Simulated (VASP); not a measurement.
# FeO in VASP: further runs

Aim: see how the results for FeO move with the level of theory and the settings. Levels: PBE, LDA, PBEsol. Tasks: single point.

All numbers are computed with VASP 6.6.1; they aren't measurements. Logs are shortened: lines on timing, memory, paths and dates and some standing lists are left out, and cuts for length are marked.

## 1. The cell of the first run

It takes space group R-3m (No. 166, trigonal). Conventional cell: a = 2.976 Å, b = 2.976 Å, c = 7.404 Å, α = 90.00°, β = 90.00°, γ = 120.00°. Fe (site symmetry -3m) has 6 O at 2.12 Å within 2.8 Å. Within 2.8 Å of O (site symmetry -3m) lie 6 Fe at 2.12 Å.

## 2. Single point, PBE, collinear spin, ferromagnetic start

The input, INCAR:

```
SYSTEM = FeO
PREC = Accurate
ENCUT = 1340
EDIFF = 1E-6
ISMEAR = -1
SIGMA = 0.05
LREAL = .False.
LASPH = .True.
NELM = 200
ALGO = Normal
ISIF = 2
LWAVE = .False.
LCHARG = .False.
ISPIN = 2
MAGMOM = 3 0
LORBIT = 11
LMAXMIX = 4
GGA = PE
NBANDS = 22
GGA_COMPAT = .False.
```

The input, KPOINTS:

```
regular mesh
0
Gamma
  11 11 11
  0 0 0
```

The input, POSCAR:

```
FeO
1.0
    1.4878158575      0.8589908858      2.4681429078
   -1.4878158575      0.8589908858      2.4681429078
    0.0000000000     -1.7179817717      2.4681429078
Fe O
1 1
Direct
    0.0000000000      0.0000000000      0.0000000000
    0.5000000000      0.5000000000      0.5000000000
```

Potentials or basis: VASP PAW PBE potentials, release 64 (Fe_sv, O_h).

On the command line:

```
> cat potpaw_PBE.64/Fe_sv/POTCAR potpaw_PBE.64/O_h/POTCAR > POTCAR
> mpirun -np 1 vasp_std > vasp.out
```

OUTCAR:

```text
SYSTEM = FeO
   PREC = Accurate
   ENCUT = 1340
   EDIFF = 1E-6
   ISMEAR = -1
   LREAL = .False.
   LASPH = .True.
   NELM = 200
   ISIF = 2
   ISPIN = 2
   LORBIT = 11
   GGA = PE

 ion  position               nearest neighbor table
   1  0.000  0.000  0.000-
   2  0.500  0.500  0.500-

  LATTYP: Found a trigonal (rhomboedric) cell.
 ALAT       =     3.0071898479
 COS(alpha) =     0.5104391626

  Lattice vectors:

 A1 = (   1.4878158575,   0.8589908858,   2.4681429078)
 A2 = (  -1.4878158575,   0.8589908858,   2.4681429078)
 A3 = (   0.0000000000,  -1.7179817717,   2.4681429078)

Analysis of symmetry for initial positions (statically):
=====================================================================
 Subroutine PRICEL returns:
 Original cell was already a primitive cell.

 Routine SETGRP: Setting up the symmetry group for a
 trigonal (rhombohedral) supercell.

 Subroutine GETGRP returns: Found 12 space group operations
 (whereof 12 operations were pure point group operations)
 out of a pool of 12 trial point group operations.

The static configuration has the point symmetry D_3d.

Analysis of symmetry for dynamics (positions and initial velocities):
=====================================================================
 Subroutine PRICEL returns:
 Original cell was already a primitive cell.

 Routine SETGRP: Setting up the symmetry group for a
 trigonal (rhombohedral) supercell.

 Subroutine GETGRP returns: Found 12 space group operations
 (whereof 12 operations were pure point group operations)
 out of a pool of 12 trial point group operations.

The dynamic configuration has the point symmetry D_3d.

Analysis of structural, dynamic, and magnetic symmetry:
=====================================================================
 Subroutine PRICEL returns:
 Original cell was already a primitive cell.

 Routine SETGRP: Setting up the symmetry group for a
 trigonal (rhombohedral) supercell.

 Subroutine GETGRP returns: Found 12 space group operations
 (whereof 12 operations were pure point group operations)
 out of a pool of 12 trial point group operations.

The overall configuration has the point symmetry D_3d.

 Subroutine INISYM returns: Found 12 space group operations
 (whereof 12 operations are pure point group operations),
 and found     1 'primitive' translations

----------------------------------------------------------------------------------------

                                     Primitive cell

  volume of cell :      18.9260

  direct lattice vectors                    reciprocal lattice vectors
     1.487815858  0.858990886  2.468142908     0.336063094  0.194026118  0.135054308
    -1.487815858  0.858990886  2.468142908    -0.336063094  0.194026118  0.135054308
     0.000000000 -1.717981772  2.468142908     0.000000000 -0.388052235  0.135054308

  length of vectors
     3.007189848  3.007189848  3.007189848     0.410882226  0.410882226  0.410882226

  position of ions in fractional coordinates (direct lattice)
     0.000000000  0.000000000  0.000000000
     0.500000000  0.500000000  0.500000000

  ion indices of the primitive-cell ions
   primitive index   ion index
                 1           1
                 2           2

----------------------------------------------------------------------------------------

 KPOINTS: regular mesh

Automatic generation of k-mesh.
 Grid dimensions read from file:
 generate k-points for:   11   11   11

 Generating k-lattice:

  Cartesian coordinates                     Fractional coordinates (reciprocal lattice)
     0.030551190  0.017638738  0.012277664     0.090909091 -0.000000000  0.000000000
    -0.030551190  0.017638738  0.012277664    -0.000000000  0.090909091  0.000000000
     0.000000000 -0.035277476  0.012277664     0.000000000  0.000000000  0.090909091

  Length of vectors
     0.037352930  0.037352930  0.037352930

  Shift w.r.t. Gamma in fractional coordinates (k-lattice)
     0.000000000  0.000000000  0.000000000

 Subroutine IBZKPT returns following result:
 ===========================================

 Found    146 irreducible k-points:

 Following reciprocal coordinates:
            Coordinates               Weight
  0.000000  0.000000  0.000000      1.000000
  0.090909 -0.000000  0.000000      6.000000
  0.181818  0.000000  0.000000      6.000000
  0.272727  0.000000  0.000000      6.000000
  0.363636  0.000000  0.000000      6.000000
  0.454545 -0.000000  0.000000      6.000000
[... 16 lines left out ...]
 -0.272727  0.181818  0.000000     12.000000
 -0.181818  0.181818  0.000000      6.000000
 [... further k-points ...]
   k-points           NKPTS =    146   k-points in BZ     NKDIM =    146   number of bands    NBANDS=     22
   number of dos      NEDOS =    301   number of ions     NIONS =      2
   total plane-waves  NPLWV =  46656
   dimension x,y,z NGX =    36 NGY =   36 NGZ =   36
   dimension x,y,z NGXF=    72 NGYF=   72 NGZF=   72
   ions per type =               1   1
   NGX,Y,Z   is equivalent  to a cutoff of  19.90, 19.90, 19.90 a.u.
   NGXF,Y,Z  is equivalent  to a cutoff of  39.80, 39.80, 39.80 a.u.
 SYSTEM =  FeO
   PREC   = accura    normal or accurate (medium, high low for compatibility)
   ISTART =      0    job   : 0-new  1-cont  2-samecut
   ICHARG =      2    charge: 1-file 2-atom 10-const
   ISPIN  =      2    spin polarized calculation?
   LNONCOLLINEAR =      F non collinear calculations
   LSORBIT =      F    spin-orbit coupling
   LASPH  =      T    aspherical Exc in radial PAW
   ENCUT  = 1340.0 eV  98.49 Ry    9.92 a.u.   8.98  8.98  8.98*2*pi/ulx,y,z
   NELM   =    200;   NELMIN=  2; NELMDL= -5     # of ELM steps
   EDIFF  = 0.1E-05   stopping-criterion for ELM
   LREAL  =      F    real-space projection
[... 7 lines left out ...]
   TEBEG  =    0.0;   TEEND  =   0.0 temperature during run
   PSTRESS=    0.0 pullay stress
   NELECT =      22.0000    total number of electrons
   NUPDOWN=      -1.0000    fix difference up-down
   EMIN   =  10.00;   EMAX   =-10.00  energy-range for DOS
   EFERMI =   0.00;   METHOD = LEGACY
   ISMEAR =    -1;   SIGMA  =   0.05  broadening in eV -4-tet -1-fermi 0-gaus
   EFERMI_NEDOS =   21; number of points for ismear=-14 and -15
   IALGO  =     38    algorithm
   IMIX   =      4    mixing-type and parameters
     AMIX     =   0.40;   BMIX     =  1.00
     AMIX_MAG =   1.60;   BMIX_MAG =  1.00
  volume/ion in A,a.u.               =       9.46        63.86
  Fermi-wavevector in a.u.,A,eV,Ry     =   1.721324  3.252831 40.313469  2.962956
  Thomas-Fermi vector in A             =   2.797597
   LORBIT       =     11    0 simple, 1 ext, 2 COOP (PROOUT), +10 PAW based schemes
   GGA     = PE    functional components
   LHFCALC =     F    Hartree Fock is set to
   AEXX    =    0.0000 exact exchange contribution
   IVDW    =     0    specifies the selected vdW correction
   LEPSILON=     F    determine dielectric tensor
   LRPA    =     F    only Hartree local field effects (RPA)
 spin polarized calculation
  energy-cutoff  :     1340.00
  volume of cell :       18.93
 maximum number of plane-waves:      2134
   NGX = 17   NGY = 17   NGZ = 17

 number of electron      21.9999998 magnetization       3.9986941

 Free energy of the ion-electron system (eV)
  ---------------------------------------------------
  ext. energy  EPLUGINS =         0.00000000
  ---------------------------------------------------
  free energy    TOTEN  =       -15.01341966 eV

  energy without entropy =      -15.00268063  energy(sigma->0) =      -15.00805014

 E-fermi :  11.0405     XC(G=0): -12.8661

 val. band max:       11.0370766728   @ k =  -0.4545   0.1818   0.0000
 cond. band min:      11.0406377198   @ k =   0.2727   0.0909   0.0909
 fundamental gap:      0.0035610470
 Fermi energy:        11.0404574068

 spin component 1

 k-point     1 :       0.0000    0.0000    0.0000
  band No.  band energies     occupation
      1     -78.8488      1.00000
      2     -44.8868      1.00000
      3     -44.8722      1.00000
      4     -44.8722      1.00000
      5     -10.2117      1.00000
      6       6.8984      1.00000
[... 14 lines left out ...]
     21      32.7854      0.00000
     22      35.4197      0.00000

 k-point     2 :       0.0909   -0.0000    0.0000
  band No.  band energies     occupation
      1     -78.8483      1.00000
      2     -44.8881      1.00000
      3     -44.8771      1.00000
      4     -44.8730      1.00000
      5     -10.1202      1.00000
      6       6.0882      1.00000
[... 14 lines left out ...]
     21      33.6520      0.00000
     22      36.8593      0.00000

 k-point     3 :       0.1818    0.0000    0.0000
  band No.  band energies     occupation
      1     -78.8467      1.00000
      2     -44.8960      1.00000
      3     -44.8858      1.00000
      4     -44.8751      1.00000
      5      -9.8651      1.00000
      6       4.7756      1.00000
[... 14 lines left out ...]
     21      35.8217      0.00000
     22      39.0834      0.00000
[... 476 lines left out ...]
 k-point    23 :      -0.2727    0.1818    0.0000
  band No.  band energies     occupation
      1     -78.8421      1.00000
      2     -44.9229      1.00000
      3     -44.9005      1.00000
      4     -44.8865      1.00000
      5      -9.1259      1.00000
      6       2.7706      1.00000
[... 14 lines left out ...]
     21      38.3304      0.00000
     22      40.0177      0.00000

 k-point    24 :      -0.1818    0.1818    0.0000
  band No.  band energies     occupation
      1     -78.8439      1.00000
      2     -44.9109      1.00000
      3     -44.8962      1.00000
      4     -44.8825      1.00000
      5      -9.4177      1.00000
      6       3.3705      1.00000
[... 14 lines left out ...]
     21      38.4894      0.00000
     22      40.1159      0.00000

 [... further k-points ...]

 spin component 2

 k-point     1 :       0.0000    0.0000    0.0000
  band No.  band energies     occupation
      1     -74.6885      1.00000
      2     -40.8103      1.00000
      3     -40.8103      1.00000
      4     -40.8097      1.00000
      5      -9.6659      1.00000
      6       7.4700      1.00000
[... 14 lines left out ...]
     21      34.4077      0.00000
     22      36.5847      0.00000

 k-point     2 :       0.0909   -0.0000    0.0000
  band No.  band energies     occupation
      1     -74.6878      1.00000
      2     -40.8171      1.00000
      3     -40.8112      1.00000
      4     -40.8105      1.00000
      5      -9.5726      1.00000
      6       6.9074      1.00000
[... 14 lines left out ...]
     21      35.1040      0.00000
     22      38.1650      0.00000

 k-point     3 :       0.1818    0.0000    0.0000
  band No.  band energies     occupation
      1     -74.6859      1.00000
      2     -40.8356      1.00000
      3     -40.8137      1.00000
      4     -40.8126      1.00000
      5      -9.3127      1.00000
      6       5.6017      1.00000
[... 14 lines left out ...]
     21      36.9128      0.00000
     22      40.4011      0.00000
[... 476 lines left out ...]
 k-point    23 :      -0.2727    0.1818    0.0000
  band No.  band energies     occupation
      1     -74.6805      1.00000
      2     -40.8728      1.00000
      3     -40.8366      1.00000
      4     -40.8182      1.00000
      5      -8.5529      1.00000
      6       3.6114      1.00000
[... 14 lines left out ...]
     21      38.9685      0.00000
     22      40.8272      0.00000

 k-point    24 :      -0.1818    0.1818    0.0000
  band No.  band energies     occupation
      1     -74.6826      1.00000
      2     -40.8585      1.00000
      3     -40.8293      1.00000
      4     -40.8146      1.00000
      5      -8.8539      1.00000
      6       4.2531      1.00000
[... 14 lines left out ...]
     21      39.3363      0.00000
     22      40.8808      0.00000

 [... further k-points ...]
[... 5 lines left out ...]
  --------------------------------------------------------------------------------------
  -------------------------------------------------------------------------------------
  Total        1.3073584      1.3073584      1.2129803      0.0000000     -0.0000000     -0.0000000
  in kB      110.6740849    110.6740849    102.6845351      0.0000000     -0.0000000     -0.0000000
  external PRESSURE =     108.0109016 kB  Pullay stress =       0.0000000 kB

 VOLUME and BASIS-vectors are now :
 -----------------------------------------------------------------------------
  energy-cutoff  :     1340.00
  volume of cell :       18.93
      direct lattice vectors                 reciprocal lattice vectors
     1.487815858  0.858990886  2.468142908     0.336063094  0.194026118  0.135054308
    -1.487815858  0.858990886  2.468142908    -0.336063094  0.194026118  0.135054308
     0.000000000 -1.717981772  2.468142908     0.000000000 -0.388052235  0.135054308

 POSITION                                       TOTAL-FORCE (eV/Angst)
 -----------------------------------------------------------------------------------
      0.00000      0.00000      0.00000         0.000000     -0.000000     -0.000000
      0.00000     -0.00000      3.70221        -0.000000      0.000000      0.000000
 -----------------------------------------------------------------------------------
    total drift:                                0.000000      0.000000      0.000000

  FREE ENERGIE OF THE ION-ELECTRON SYSTEM (eV)
  ---------------------------------------------------
  free  energy   TOTEN  =       -15.0134196554 eV

  energy  without entropy=      -15.0026806321  energy(sigma->0) =      -15.00805014

 total charge

# of ion       s       p       d       tot
------------------------------------------
    1        2.108   6.005   5.529  13.642
    2        1.037   2.325   0.000   3.363
--------------------------------------------------
tot          3.145   8.331   5.529  17.004

 magnetization (x)

# of ion       s       p       d       tot
------------------------------------------
    1        0.016   0.011   3.446   3.473
    2        0.031   0.212   0.000   0.243
--------------------------------------------------
tot          0.046   0.223   3.446   3.716
```

Run time: 2.8 min. Hardware: 1 thread of Intel Xeon 6975P-C (Granite Rapids), shared host; peak memory 0.5 GiB.

What came out:

```yaml
Free_energy: -15.0134 eV
Pressure: 10.8 GPa
Band_gap_on_the_k_mesh: zero (filled and empty bands overlap)
Net_moment: 4.00 μB per cell
Site_moments: Fe +3.47; O +0.24 μB
Valence_electrons_inside_the_program's_atomic_spheres: Fe 13.64; O 3.36
```

Stress tensor (GPa, compression positive):
```
11.07  0.00  0.00
 0.00 11.07  0.00
 0.00  0.00 10.27
```

Caveat: the cell stands under pressure; a cell with one magnetic atom can't hold antiferromagnetic order, which such compounds often take; semilocal functionals often make such compounds metallic where correlation or magnetic order opens a gap, which also shifts bond lengths.

(Continued in part 2 of 2.)

The gap in the log of VASP goes by the Fermi energy; the results here count the filled bands.